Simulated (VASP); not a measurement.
# Ca2SnO3 (P6/mmm) in VASP: further runs

Ca2SnO3 is run at these levels: PBE; tasks: single point.

Program: VASP 6.6.1. These are calculated values, not measurements. Logs are shortened: lines on timing, memory, paths and dates and some standing lists are left out, and cuts for length are marked.

## 1. The cell of the first run

The structure is hexagonal, space group P6/mmm (No. 191). Conventional cell: a = 5.801 Å, b = 5.801 Å, c = 3.401 Å, α = 90.00°, β = 90.00°, γ = 120.00°. Within 3.2 Å of Ca (site symmetry -6m2) lie 6 O at 2.39 Å. Within 4.4 Å of Sn (site symmetry 6/mmm) lie 6 Ca at 3.35 Å and 12 O at 3.36 Å and 2 Sn at 3.40 Å. Within 3.2 Å of O (site symmetry mmm) lie 4 Ca at 2.39 Å and 4 O at 2.90 Å.

## 2. Single point, PBE

File INCAR:

```
PREC = Accurate
ENCUT = 520
EDIFF = 1E-7
ISMEAR = 0
SIGMA = 0.1
LREAL = False
LASPH = True
NELM = 80
ALGO = Normal
ISIF = 2
LWAVE = False
LCHARG = False
GGA = PE
NBANDS = 35
```

File KPOINTS:

```
regular mesh
0
Gamma
  3 3 6
```

File POSCAR:

```
Ca2SnO3
1.0
    5.8006181800      0.0000000000      0.0000000000
   -2.9003090900      5.0234827000      0.0000000000
    0.0000000000      0.0000000000      3.4006232400
Ca Sn O
2 1 3
Direct
    0.6666666700      0.3333333300      0.5000000000
    0.3333333300      0.6666666700      0.5000000000
    0.0000000000      0.0000000000      0.5000000000
    0.0000000000      0.5000000000      0.0000000000
    0.5000000000      0.5000000000      0.0000000000
    0.5000000000      0.0000000000      0.0000000000
```

Potentials or basis: VASP PAW PBE potentials, release 64 (Ca_sv, Sn_d, O).

Launch:

```bash
$ cat potpaw_PBE.64/Ca_sv/POTCAR potpaw_PBE.64/Sn_d/POTCAR potpaw_PBE.64/O/POTCAR > POTCAR
$ mpirun -np 1 vasp_std > vasp.out
```

OUTCAR:

```text
PREC = Accurate
   ENCUT = 520
   EDIFF = 1E-7
   ISMEAR = 0
   LREAL = False
   LASPH = True
   NELM = 80
   ISIF = 2
   GGA = PE

 ion  position               nearest neighbor table
   1  0.667  0.333  0.500-   6 2.39   6 2.39   4 2.39   4 2.39   5 2.39   5 2.39   3 3.35   3 3.35
                             3 3.35
   2  0.333  0.667  0.500-   6 2.39   6 2.39   4 2.39   4 2.39   5 2.39   5 2.39   3 3.35   3 3.35
                             3 3.35
   3  0.000  0.000  0.500-   1 3.35   2 3.35   2 3.35   1 3.35   1 3.35   2 3.35
   4  0.000  0.500  0.000-   1 2.39   2 2.39   1 2.39   2 2.39
   5  0.500  0.500  0.000-   1 2.39   2 2.39   1 2.39   2 2.39
   6  0.500  0.000  0.000-   1 2.39   2 2.39   1 2.39   2 2.39

  LATTYP: Found a hexagonal cell.
 ALAT       =     5.8006181800
 C/A-ratio  =     0.5862518674

  Lattice vectors:

 A1 = (   5.8006181800,   0.0000000000,   0.0000000000)
 A2 = (  -2.9003090900,   5.0234827000,   0.0000000000)
 A3 = (   0.0000000000,   0.0000000000,   3.4006232400)

Analysis of symmetry for initial positions (statically):
=====================================================================
 Subroutine PRICEL returns:
 Original cell was already a primitive cell.

 Routine SETGRP: Setting up the symmetry group for a
 hexagonal supercell.

 Subroutine GETGRP returns: Found 24 space group operations
 (whereof 24 operations were pure point group operations)
 out of a pool of 24 trial point group operations.

The static configuration has the point symmetry D_6h.

Analysis of symmetry for dynamics (positions and initial velocities):
=====================================================================
 Subroutine PRICEL returns:
 Original cell was already a primitive cell.

 Routine SETGRP: Setting up the symmetry group for a
 hexagonal supercell.

 Subroutine GETGRP returns: Found 24 space group operations
 (whereof 24 operations were pure point group operations)
 out of a pool of 24 trial point group operations.

The dynamic configuration has the point symmetry D_6h.

 Subroutine INISYM returns: Found 24 space group operations
 (whereof 24 operations are pure point group operations),
 and found     1 'primitive' translations

----------------------------------------------------------------------------------------

                                     Primitive cell

  volume of cell :      99.0918

  direct lattice vectors                    reciprocal lattice vectors
     5.800618180  0.000000000  0.000000000     0.172395419  0.099532541  0.000000000
    -2.900309090  5.023482700  0.000000000     0.000000000  0.199065083  0.000000000
     0.000000000  0.000000000  3.400623240     0.000000000  0.000000000  0.294063743

  length of vectors
     5.800618180  5.800618179  3.400623240     0.199065083  0.199065083  0.294063743

  position of ions in fractional coordinates (direct lattice)
     0.666666670  0.333333330  0.500000000
     0.333333330  0.666666670  0.500000000
     0.000000000  0.000000000  0.500000000
     0.000000000  0.500000000  0.000000000
     0.500000000  0.500000000  0.000000000
     0.500000000  0.000000000  0.000000000

  ion indices of the primitive-cell ions
   primitive index   ion index
                 1           1
                 2           2
                 3           3
                 4           4
                 5           5
                 6           6

----------------------------------------------------------------------------------------

 KPOINTS: regular mesh

Automatic generation of k-mesh.
 Grid dimensions read from file:
 generate k-points for:    3    3    6

 Generating k-lattice:

  Cartesian coordinates                     Fractional coordinates (reciprocal lattice)
     0.057465140  0.033177514  0.000000000     0.333333333 -0.000000000  0.000000000
     0.000000000  0.066355028  0.000000000     0.000000000  0.333333333  0.000000000
     0.000000000  0.000000000  0.049010624     0.000000000  0.000000000  0.166666667

  Length of vectors
     0.066355028  0.066355028  0.049010624

  Shift w.r.t. Gamma in fractional coordinates (k-lattice)
     0.000000000  0.000000000  0.000000000

 Subroutine IBZKPT returns following result:
 ===========================================

 Found     12 irreducible k-points:

 Following reciprocal coordinates:
            Coordinates               Weight
  0.000000  0.000000  0.000000      1.000000
  0.333333  0.000000  0.000000      6.000000
  0.333333  0.333333  0.000000      2.000000
  0.000000  0.000000  0.166667      2.000000
  0.333333  0.000000  0.166667     12.000000
  0.333333  0.333333  0.166667      4.000000
  0.000000  0.000000  0.333333      2.000000
  0.333333  0.000000  0.333333     12.000000
  0.333333  0.333333  0.333333      4.000000
  0.000000  0.000000  0.500000      1.000000
  0.333333  0.000000  0.500000      6.000000
  0.333333  0.333333  0.500000      2.000000
   k-points           NKPTS =     12   k-points in BZ     NKDIM =     12   number of bands    NBANDS=     35
   number of dos      NEDOS =    301   number of ions     NIONS =      6
   total plane-waves  NPLWV =  64512
   dimension x,y,z NGX =    48 NGY =   48 NGZ =   28
   dimension x,y,z NGXF=    96 NGYF=   96 NGZF=   56
   ions per type =               2   1   3
   NGX,Y,Z   is equivalent  to a cutoff of  13.76, 13.76, 13.69 a.u.
   NGXF,Y,Z  is equivalent  to a cutoff of  27.51, 27.51, 27.38 a.u.
 SYSTEM =  unknown system
   PREC   = accura    normal or accurate (medium, high low for compatibility)
   ISTART =      0    job   : 0-new  1-cont  2-samecut
   ICHARG =      2    charge: 1-file 2-atom 10-const
   ISPIN  =      1    spin polarized calculation?
   LNONCOLLINEAR =      F non collinear calculations
   LSORBIT =      F    spin-orbit coupling
   LASPH  =      T    aspherical Exc in radial PAW
   ENCUT  =  520.0 eV  38.22 Ry    6.18 a.u.  10.79 10.79  6.32*2*pi/ulx,y,z
   NELM   =     80;   NELMIN=  2; NELMDL= -5     # of ELM steps
   EDIFF  = 0.1E-06   stopping-criterion for ELM
   LREAL  =      F    real-space projection
   EDIFFG = 0.1E-05   stopping-criterion for IOM
   NSW    =      0    number of steps for IOM
   IBRION =     -1    ionic relax: 0-MD 1-quasi-New 2-CG
   NFREE  =      0    steps in history (QN), initial steepest desc. (CG)
   ISIF   =      2    stress and relaxation
   ISYM   =      2    0-nonsym 1-usesym 2-fastsym
   POTIM  = 0.5000    time-step for ionic-motion
   TEBEG  =    0.0;   TEEND  =   0.0 temperature during run
   PSTRESS=    0.0 pullay stress
   NELECT =      52.0000    total number of electrons
   NUPDOWN=      -1.0000    fix difference up-down
   EMIN   =  10.00;   EMAX   =-10.00  energy-range for DOS
   EFERMI =   0.00;   METHOD = LEGACY
   ISMEAR =     0;   SIGMA  =   0.10  broadening in eV -4-tet -1-fermi 0-gaus
   EFERMI_NEDOS =   21; number of points for ismear=-14 and -15
   IALGO  =     38    algorithm
   IMIX   =      4    mixing-type and parameters
     AMIX     =   0.40;   BMIX     =  1.00
     AMIX_MAG =   1.60;   BMIX_MAG =  1.00
  volume/ion in A,a.u.               =      16.52       111.45
  Fermi-wavevector in a.u.,A,eV,Ry     =   1.320475  2.495335 23.723841  1.743653
  Thomas-Fermi vector in A             =   2.450298
   LORBIT       =      0    0 simple, 1 ext, 2 COOP (PROOUT), +10 PAW based schemes
   GGA     = PE    functional components
   LHFCALC =     F    Hartree Fock is set to
   AEXX    =    0.0000 exact exchange contribution
   IVDW    =     0    specifies the selected vdW correction
   LEPSILON=     F    determine dielectric tensor
   LRPA    =     F    only Hartree local field effects (RPA)
 non-spin polarized calculation
 Gauss-broadening in eV      SIGMA  =   0.10
  energy-cutoff  :      520.00
  volume of cell :       99.09
 maximum number of plane-waves:      2713
 NGX is ok and might be reduce to    48
   NGX = 21   NGY = 21   NGZ = 13

 number of electron      51.9999992 magnetization

 Free energy of the ion-electron system (eV)
  ---------------------------------------------------
  ext. energy  EPLUGINS =         0.00000000
  ---------------------------------------------------
  free energy    TOTEN  =       -32.05504301 eV

  energy without entropy =      -32.03988220  energy(sigma->0) =      -32.04746261

 E-fermi :   3.5429     XC(G=0): -10.1187

 val. band max:        3.5072560056   @ k =   0.3333   0.0000   0.0000
 cond. band min:       3.5591855007   @ k =   0.0000   0.0000   0.3333
 fundamental gap:      0.0519294951
 Fermi energy:         3.5428557506

 k-point     1 :       0.0000    0.0000    0.0000
  band No.  band energies     occupation
      1     -34.4598      2.00000
      2     -34.3957      2.00000
      3     -18.9523      2.00000
      4     -18.9212      2.00000
      5     -18.9212      2.00000
      6     -18.8450      2.00000
[... 27 lines left out ...]
     34      11.1292      0.00000
     35      11.1295      0.00000

 k-point     2 :       0.3333    0.0000    0.0000
  band No.  band energies     occupation
      1     -34.4463      2.00000
      2     -34.4094      2.00000
      3     -18.9534      2.00000
      4     -18.9188      2.00000
      5     -18.9174      2.00000
      6     -18.8452      2.00000
[... 27 lines left out ...]
     34      10.5325      0.00000
     35      11.1652      0.00000

 k-point     3 :       0.3333    0.3333    0.0000
  band No.  band energies     occupation
      1     -34.4279      2.00000
      2     -34.4279      2.00000
      3     -18.9540      2.00000
      4     -18.9167      2.00000
      5     -18.9167      2.00000
      6     -18.8451      2.00000
[... 27 lines left out ...]
     34      11.4024      0.00000
     35      11.4027      0.00000
[... 267 lines left out ...]
 k-point    11 :       0.3333    0.0000    0.5000
  band No.  band energies     occupation
      1     -34.4103      2.00000
      2     -34.3771      2.00000
      3     -18.9146      2.00000
      4     -18.9131      2.00000
      5     -18.8836      2.00000
      6     -18.8828      2.00000
[... 27 lines left out ...]
     34      10.9880      0.00000
     35      11.3340      0.00000

 k-point    12 :       0.3333    0.3333    0.5000
  band No.  band energies     occupation
      1     -34.3937      2.00000
      2     -34.3937      2.00000
      3     -18.9128      2.00000
      4     -18.9128      2.00000
      5     -18.8835      2.00000
      6     -18.8835      2.00000
[... 27 lines left out ...]
     34      10.7709      0.00000
     35      11.4226      0.00000

------------------------ aborting loop because EDIFF is reached ----------------------------------------

  FORCE on cell =-STRESS in cart. coord.  units (eV):
  Direction    XX          YY          ZZ          XY          YZ          ZX
  --------------------------------------------------------------------------------------
  -------------------------------------------------------------------------------------
  Total        3.6785019      3.6785019    -12.2724183      0.0000000      0.0000000      0.0000000
  in kB       59.4762884     59.4762883   -198.4280304      0.0000000      0.0000000      0.0000000
  external PRESSURE =     -26.4918179 kB  Pullay stress =       0.0000000 kB

 VOLUME and BASIS-vectors are now :
 -----------------------------------------------------------------------------
  energy-cutoff  :      520.00
  volume of cell :       99.09
      direct lattice vectors                 reciprocal lattice vectors
     5.800618180  0.000000000  0.000000000     0.172395419  0.099532541  0.000000000
    -2.900309090  5.023482700  0.000000000     0.000000000  0.199065083  0.000000000
     0.000000000  0.000000000  3.400623240     0.000000000  0.000000000  0.294063743

 POSITION                                       TOTAL-FORCE (eV/Angst)
 -----------------------------------------------------------------------------------
      2.90031      1.67449      1.70031         0.000000     -0.000000     -0.000000
     -0.00000      3.34899      1.70031        -0.000000      0.000000      0.000000
      0.00000      0.00000      1.70031         0.000000      0.000000     -0.000000
     -1.45015      2.51174      0.00000         0.000000      0.000000     -0.000000
      1.45015      2.51174      0.00000         0.000000      0.000000     -0.000000
      2.90031      0.00000      0.00000         0.000000      0.000000     -0.000000
 -----------------------------------------------------------------------------------
    total drift:                               -0.000000      0.000000      0.000000

  FREE ENERGIE OF THE ION-ELECTRON SYSTEM (eV)
  ---------------------------------------------------
  free  energy   TOTEN  =       -32.0550430079 eV

  energy  without entropy=      -32.0398822046  energy(sigma->0) =      -32.04746261
```

Run time: 88 s. Hardware: 1 thread of AMD EPYC 7R43 (Zen 3), shared host; peak memory 0.22 GiB.

Results:

```yaml
Free_energy: -32.0550 eV
Pressure: -2.6 GPa
Band_gap_on_the_k_mesh: zero (band 26 reaches 3.51 eV, above the bottom of band 27 at 3.42 eV)
```

Caveat: the k points lie up to 0.42 Å⁻¹ apart; spin-orbit coupling is left out, which moves the levels of the heavy elements.

## 3. Single point, PBE

This run uses another cell than the first one, of 16.38 Å³/atom, 0.992 times its volume.

File INCAR:

```
ALGO = Normal ; EDIFF = 1E-7
ENCUT = 520 ; GGA = PE
ISIF = 2 ; ISMEAR = 0
LASPH = T ; LCHARG = F
LREAL = F ; LWAVE = F
NBANDS = 35 ; NELM = 60
PREC = Accurate ; SIGMA = 0.1
```

File KPOINTS:

```
k-points
0
Gamma
  6 6 12
```

File POSCAR:

```
Ca2SnO3
1.0
    6.0569464592      0.0000000000      0.0000000000
   -3.0284732296      5.2454695030      0.0000000000
    0.0000000000      0.0000000000      3.0941520784
Ca Sn O
2 1 3
Direct
    0.6666666667      0.3333333333      0.5000000000
    0.3333333333      0.6666666667      0.5000000000
    0.0000000000      0.0000000000      0.5000000000
    0.0000000000      0.5000000000      0.0000000000
    0.5000000000      0.5000000000      0.0000000000
    0.5000000000      0.0000000000      0.0000000000
```

Potentials or basis: VASP PAW PBE potentials, release 64 (Ca_sv, Sn_d, O).

Launch:

```bash
$ cat potpaw_PBE.64/Ca_sv/POTCAR potpaw_PBE.64/Sn_d/POTCAR potpaw_PBE.64/O/POTCAR > POTCAR
$ mpirun -np 1 vasp_std > vasp.out
```

Wall time 5.9 min (1 thread of AMD EPYC 7R43 (Zen 3), shared host); peak memory 0.27 GiB.

The run converged. Its results:

* Free energy: -32.8129 eV
* Pressure: 0.4 GPa
* Band gap on the k mesh: zero (band 26 reaches 3.08 eV, above the bottom of band 27 at 3.03 eV)

Stress tensor (GPa, compression positive):
```
0.36 0.00 0.00
0.00 0.36 0.00
0.00 0.00 0.51
```

Levels at points of the mesh, in eV from the Fermi level:
```csv
k point,band 22,band 23,band 24,band 25,band 26,band 27,band 28,band 29,band 30,band 31
"(0.00, 0.00, 0.00)",-0.57,-0.20,-0.03,-0.03,0.00,2.34,2.34,5.15,7.04,7.04
"(0.50, 0.00, 0.00)",-0.90,-0.58,-0.40,-0.19,-0.06,-0.02,1.89,6.11,6.49,7.50
"(0.00, 0.00, 0.50)",-1.44,-1.44,-0.98,-0.24,-0.24,0.10,1.60,1.60,7.92,7.92
"(0.50, 0.00, 0.50)",-1.32,-1.08,-1.03,-0.95,-0.06,0.13,1.89,2.83,7.13,7.22
```

Caveat: spin-orbit coupling is left out, which moves the levels of the heavy elements.
